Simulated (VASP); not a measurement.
# SrO (Fm-3m) in VASP: single point with r2SCAN

Aim: the single point of SrO with r2SCAN.

Program: VASP 6.6.1. These are calculated values, not measurements. Logs are shortened: lines on timing, memory, paths and dates and some standing lists are left out, and cuts for length are marked.

## (1) The cell of the first run

It takes space group Fm-3m (No. 225, cubic). The conventional cell has a = 5.187 Å, b = 5.187 Å, c = 5.187 Å, α = 90.00°, β = 90.00°, γ = 90.00°. Within 3.4 Å of Sr (site symmetry m-3m) lie 6 O at 2.59 Å. Within 3.4 Å of O (site symmetry m-3m) lie 6 Sr at 2.59 Å.

## (2) Single point, r2SCAN

The input, POSCAR:

```
SrO
1.0
    0.0000000000      2.5934200000      2.5934200000
    2.5934200000      0.0000000000      2.5934200000
    2.5934200000      2.5934200000      0.0000000000
Sr O
1 1
Direct
    0.0000000000      0.0000000000      0.0000000000
    0.5000000000      0.5000000000      0.5000000000
```

The input, INCAR.step1:

```
  PREC = Accurate
  ENCUT = 520
  ISMEAR = -1
  SIGMA = 0.1069
  LREAL = False
  LASPH = True
  NELM = 60
  NBANDS = 15
  GGA = PE
  ALGO = Normal
  EDIFF = 1E-4
  LWAVE = True
  LCHARG = False
```

The input, INCAR.step2:

```
  PREC = Accurate
  ENCUT = 520
  EDIFF = 1E-7
  ISMEAR = -1
  SIGMA = 0.1069
  LREAL = False
  LASPH = True
  NELM = 60
  ALGO = Normal
  ISIF = 2
  LWAVE = False
  LCHARG = True
  METAGGA = R2SCAN
  LMIXTAU = True
  LELF = True
  LVHAR = True
  NBANDS = 15
  ISTART = 1
```

The input, KPOINTS:

```
regular mesh
0
Gamma
  9 9 9
```

Potentials or basis: VASP PAW PBE potentials, release 64 (Sr_sv, O).

On the command line:

```
$ cat potpaw_PBE.64/Sr_sv/POTCAR potpaw_PBE.64/O/POTCAR > POTCAR
$ cp INCAR.step1 INCAR
$ mpirun -np 1 vasp_std > vasp.out
$ cp INCAR.step2 INCAR
$ mpirun -np 1 vasp_std > vasp.out
```

OUTCAR:

```text
PREC = Accurate
   ENCUT = 520
   EDIFF = 1E-7
   ISMEAR = -1
   LREAL = False
   LASPH = True
   NELM = 60
   ISIF = 2
   METAGGA = R2SCAN
   ISTART = 1

 ion  position               nearest neighbor table
   1  0.000  0.000  0.000-   2 2.59   2 2.59   2 2.59   2 2.59   2 2.59   2 2.59
   2  0.500  0.500  0.500-   1 2.59   1 2.59   1 2.59   1 2.59   1 2.59   1 2.59

  LATTYP: Found a face centered cubic cell.
 ALAT       =     5.1868400000

  Lattice vectors:

 A1 = (   0.0000000000,   2.5934200000,   2.5934200000)
 A2 = (   2.5934200000,   0.0000000000,   2.5934200000)
 A3 = (   2.5934200000,   2.5934200000,   0.0000000000)

Analysis of symmetry for initial positions (statically):
=====================================================================
 Subroutine PRICEL returns:
 Original cell was already a primitive cell.

 Routine SETGRP: Setting up the symmetry group for a
 face centered cubic supercell.

 Subroutine GETGRP returns: Found 48 space group operations
 (whereof 48 operations were pure point group operations)
 out of a pool of 48 trial point group operations.

The static configuration has the point symmetry O_h .

Analysis of symmetry for dynamics (positions and initial velocities):
=====================================================================
 Subroutine PRICEL returns:
 Original cell was already a primitive cell.

 Routine SETGRP: Setting up the symmetry group for a
 face centered cubic supercell.

 Subroutine GETGRP returns: Found 48 space group operations
 (whereof 48 operations were pure point group operations)
 out of a pool of 48 trial point group operations.

The dynamic configuration has the point symmetry O_h .

 Subroutine INISYM returns: Found 48 space group operations
 (whereof 48 operations are pure point group operations),
 and found     1 'primitive' translations

----------------------------------------------------------------------------------------

                                     Primitive cell

  volume of cell :      34.8858

  direct lattice vectors                    reciprocal lattice vectors
     0.000000000  2.593420000  2.593420000    -0.192795614  0.192795614  0.192795614
     2.593420000  0.000000000  2.593420000     0.192795614 -0.192795614  0.192795614
     2.593420000  2.593420000  0.000000000     0.192795614  0.192795614 -0.192795614

  length of vectors
     3.667649737  3.667649737  3.667649737     0.333931798  0.333931798  0.333931798

  position of ions in fractional coordinates (direct lattice)
     0.000000000  0.000000000  0.000000000
     0.500000000  0.500000000  0.500000000

  ion indices of the primitive-cell ions
   primitive index   ion index
                 1           1
                 2           2

----------------------------------------------------------------------------------------

 KPOINTS: regular mesh

Automatic generation of k-mesh.
 Grid dimensions read from file:
 generate k-points for:    9    9    9

 Generating k-lattice:

  Cartesian coordinates                     Fractional coordinates (reciprocal lattice)
    -0.021421735  0.021421735  0.021421735     0.111111111  0.000000000  0.000000000
     0.021421735 -0.021421735  0.021421735     0.000000000  0.111111111  0.000000000
     0.021421735  0.021421735 -0.021421735     0.000000000  0.000000000  0.111111111

  Length of vectors
     0.037103533  0.037103533  0.037103533

  Shift w.r.t. Gamma in fractional coordinates (k-lattice)
     0.000000000  0.000000000  0.000000000

 Subroutine IBZKPT returns following result:
 ===========================================

 Found     35 irreducible k-points:

 Following reciprocal coordinates:
            Coordinates               Weight
  0.000000  0.000000  0.000000      1.000000
  0.111111  0.000000  0.000000      8.000000
  0.222222  0.000000  0.000000      8.000000
  0.333333  0.000000  0.000000      8.000000
  0.444444  0.000000  0.000000      8.000000
  0.111111  0.111111  0.000000      6.000000
[... 16 lines left out ...]
 -0.333333  0.333333  0.000000     12.000000
  0.444444  0.444444  0.000000      6.000000
 [... further k-points ...]
   k-points           NKPTS =     35   k-points in BZ     NKDIM =     35   number of bands    NBANDS=     15
   number of dos      NEDOS =    301   number of ions     NIONS =      2
   total plane-waves  NPLWV =  21952
   dimension x,y,z NGX =    28 NGY =   28 NGZ =   28
   dimension x,y,z NGXF=    56 NGYF=   56 NGZF=   56
   ions per type =               1   1
   NGX,Y,Z   is equivalent  to a cutoff of  12.69, 12.69, 12.69 a.u.
   NGXF,Y,Z  is equivalent  to a cutoff of  25.38, 25.38, 25.38 a.u.
 SYSTEM =  unknown system
   PREC   = accura    normal or accurate (medium, high low for compatibility)
   ISTART =      1    job   : 0-new  1-cont  2-samecut
   ICHARG =      0    charge: 1-file 2-atom 10-const
   ISPIN  =      1    spin polarized calculation?
   LNONCOLLINEAR =      F non collinear calculations
   LSORBIT =      F    spin-orbit coupling
   LASPH  =      T    aspherical Exc in radial PAW
   ENCUT  =  520.0 eV  38.22 Ry    6.18 a.u.   6.82  6.82  6.82*2*pi/ulx,y,z
   NELM   =     60;   NELMIN=  2; NELMDL=  0     # of ELM steps
   EDIFF  = 0.1E-06   stopping-criterion for ELM
   LREAL  =      F    real-space projection
   EDIFFG = 0.1E-05   stopping-criterion for IOM
   NSW    =      0    number of steps for IOM
   IBRION =     -1    ionic relax: 0-MD 1-quasi-New 2-CG
   NFREE  =      0    steps in history (QN), initial steepest desc. (CG)
   ISIF   =      2    stress and relaxation
   ISYM   =      2    0-nonsym 1-usesym 2-fastsym
   POTIM  = 0.5000    time-step for ionic-motion
   TEBEG  =    0.0;   TEEND  =   0.0 temperature during run
   PSTRESS=    0.0 pullay stress
   NELECT =      16.0000    total number of electrons
   NUPDOWN=      -1.0000    fix difference up-down
   EMIN   =  10.00;   EMAX   =-10.00  energy-range for DOS
   EFERMI =   0.00;   METHOD = LEGACY
   ISMEAR =    -1;   SIGMA  =   0.11  broadening in eV -4-tet -1-fermi 0-gaus
   EFERMI_NEDOS =   21; number of points for ismear=-14 and -15
   IALGO  =     38    algorithm
   IMIX   =      4    mixing-type and parameters
     AMIX     =   0.40;   BMIX     =  1.00
     AMIX_MAG =   1.60;   BMIX_MAG =  1.00
  volume/ion in A,a.u.               =      17.44       117.71
  Fermi-wavevector in a.u.,A,eV,Ry     =   1.262502  2.385782 21.686469  1.593911
  Thomas-Fermi vector in A             =   2.395907
   LORBIT       =      0    0 simple, 1 ext, 2 COOP (PROOUT), +10 PAW based schemes
   METAGGA = R2SCAN    functional components
   LHFCALC =     F    Hartree Fock is set to
   AEXX    =    0.0000 exact exchange contribution
   IVDW    =     0    specifies the selected vdW correction
   LEPSILON=     F    determine dielectric tensor
   LRPA    =     F    only Hartree local field effects (RPA)
 non-spin polarized calculation
  energy-cutoff  :      520.00
  volume of cell :       34.89
 maximum number of plane-waves:       955
   NGX = 13   NGY = 13   NGZ = 13

 number of electron      15.9999999 magnetization

 Free energy of the ion-electron system (eV)
  ---------------------------------------------------
  ext. energy  EPLUGINS =         0.00000000
  ---------------------------------------------------
  free energy    TOTEN  =       -27.05545631 eV

  energy without entropy =      -27.05545630  energy(sigma->0) =      -27.05545631

 E-fermi :   3.2330     XC(G=0): -10.4525

 val. band max:        1.2227470370   @ k =   0.0000   0.0000   0.0000
 cond. band min:       5.0353740139   @ k =   0.4444   0.4444   0.0000
 fundamental gap:      3.8126269768
 Fermi energy:         3.2330145108

 k-point     1 :       0.0000    0.0000    0.0000
  band No.  band energies     occupation
      1     -32.3450      2.00000
      2     -14.7732      2.00000
      3     -13.3940      2.00000
      4     -13.3940      2.00000
      5     -13.3940      2.00000
      6       1.2227      2.00000
      7       1.2227      2.00000
      8       1.2227      2.00000
      9       5.6895      0.00000
     10       7.9400      0.00000
     11       7.9400      0.00000
     12       7.9400      0.00000
     13      10.2024      0.00000
     14      10.2024      0.00000
     15      14.3855      0.00000

 k-point     2 :       0.1111    0.0000    0.0000
  band No.  band energies     occupation
      1     -32.3307      2.00000
      2     -15.0080      2.00000
      3     -13.4026      2.00000
      4     -13.4026      2.00000
      5     -13.1947      2.00000
      6       0.8820      2.00000
      7       1.0746      2.00000
      8       1.0746      2.00000
      9       6.2329      0.00000
     10       7.8037      0.00000
     11       8.1805      0.00000
     12       8.1805      0.00000
     13      10.5182      0.00000
     14      10.5182      0.00000
     15      15.1854      0.00000

 k-point     3 :       0.2222    0.0000    0.0000
  band No.  band energies     occupation
      1     -32.2942      2.00000
      2     -15.4491      2.00000
      3     -13.4243      2.00000
      4     -13.4243      2.00000
      5     -12.8442      2.00000
      6       0.1920      2.00000
      7       0.7302      2.00000
      8       0.7302      2.00000
      9       7.4694      0.00000
     10       7.7260      0.00000
     11       8.8492      0.00000
     12       8.8492      0.00000
     13      11.3397      0.00000
     14      11.3397      0.00000
     15      16.9559      0.00000
[... 343 lines left out ...]
 k-point    23 :      -0.3333    0.3333    0.0000
  band No.  band energies     occupation
      1     -32.1930      2.00000
      2     -15.5824      2.00000
      3     -14.0124      2.00000
      4     -13.5766      2.00000
      5     -12.8802      2.00000
      6      -0.0448      2.00000
      7       0.4505      2.00000
      8       0.7231      2.00000
      9       7.3634      0.00000
     10       8.8747      0.00000
     11      10.6904      0.00000
     12      11.2389      0.00000
     13      13.0837      0.00000
     14      14.7396      0.00000
     15      16.7575      0.00000

 k-point    24 :       0.4444    0.4444    0.0000
  band No.  band energies     occupation
      1     -32.1900      2.00000
      2     -14.9223      2.00000
      3     -14.0397      2.00000
      4     -13.7153      2.00000
      5     -13.7153      2.00000
      6       0.6506      2.00000
      7       1.1133      2.00000
      8       1.1133      2.00000
      9       5.0354      0.00000
     10       9.4241      0.00000
     11      11.8995      0.00000
     12      12.0996      0.00000
     13      12.5554      0.00000
     14      12.5554      0.00000
     15      16.0479      0.00000

 [... further k-points ...]

------------------------ aborting loop because EDIFF is reached ----------------------------------------

  FORCE on cell =-STRESS in cart. coord.  units (eV):
  Direction    XX          YY          ZZ          XY          YZ          ZX
  --------------------------------------------------------------------------------------
  -------------------------------------------------------------------------------------
  Total       -0.2020446     -0.2020446     -0.2020446     -0.0000000     -0.0000000     -0.0000000
  in kB       -9.2791747     -9.2791747     -9.2791747     -0.0000000     -0.0000000     -0.0000000
  external PRESSURE =      -9.2791747 kB  Pullay stress =       0.0000000 kB

 VOLUME and BASIS-vectors are now :
 -----------------------------------------------------------------------------
  energy-cutoff  :      520.00
  volume of cell :       34.89
      direct lattice vectors                 reciprocal lattice vectors
     0.000000000  2.593420000  2.593420000    -0.192795614  0.192795614  0.192795614
     2.593420000  0.000000000  2.593420000     0.192795614 -0.192795614  0.192795614
     2.593420000  2.593420000  0.000000000     0.192795614  0.192795614 -0.192795614

 POSITION                                       TOTAL-FORCE (eV/Angst)
 -----------------------------------------------------------------------------------
      0.00000      0.00000      0.00000         0.000000      0.000000      0.000000
      2.59342      2.59342      2.59342        -0.000000     -0.000000     -0.000000
 -----------------------------------------------------------------------------------
    total drift:                                0.000000      0.000000      0.000000

  FREE ENERGIE OF THE ION-ELECTRON SYSTEM (eV)
  ---------------------------------------------------
  free  energy   TOTEN  =       -27.0554563092 eV

  energy  without entropy=      -27.0554563049  energy(sigma->0) =      -27.05545631
```

Wall time 60 s (1 thread of Intel Xeon 6975P-C, shared host); peak memory 0.18 GiB.

What came out:

```
Free energy            : -27.0555 eV
Pressure               : -0.9 GPa
Band gap on the k mesh : 3.81 eV, indirect (least direct gap 3.92 eV)
```

Levels at points of the mesh, in eV from the valence-band top:
```csv
k point,band 4,band 5,band 6,band 7,band 8,band 9,band 10,band 11,band 12,band 13
"(0.00, 0.00, 0.00)",-14.62,-14.62,0.00,0.00,0.00,4.47,6.72,6.72,6.72,8.98
```

Caveat: the PAW data sets were made with another functional, which shifts forces and pressure a little. A k mesh can miss the band edges.
